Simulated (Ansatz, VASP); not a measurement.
# One calculation of SrVO3, two programs

```xyz
5
Lattice="3.8409 0.0000 0.0000 0.0000 3.8409 0.0000 0.0000 0.0000 3.8409" Properties=species:S:1:pos:R:3 pbc="T T T"
Sr    1.9204    1.9204    1.9204
V     0.0000    0.0000    0.0000
O     0.0000    0.0000    1.9204
O     0.0000    1.9204    0.0000
O     1.9204    0.0000    0.0000
```

Alike in both runs: functional PBE; k mesh 5 × 5 × 5; occupations fermi-dirac, width 0.05 eV; collinear spin.

|  | VASP | Ansatz |
| --- | --- | --- |
| version | VASP 6.6.1 | Ansatz 0.2.0 |
| potentials or method | VASP PAW PBE potentials, release 64 (Sr_sv, V_sv, O) | Ansatz PAW |
| plane-wave cutoff (eV) | 520 | 420 |
| valence electrons in the cell | 41 | 41 |
| task | single point | band structure |

```csv
,VASP,Ansatz,Ansatz less VASP
gap on the k mesh at the Fermi level (eV),none,none,-
pressure (GPa),4.2,3.3,-0.90
net moment per atom (μB),0.15,0.15,0.000
size of the moment on the site where the two differ most (μB),0.71,0.57,-0.140
```

Site moments also hang on the region over which each program counts them. A gap of «none» marks a metal or a gap that the smearing closes.
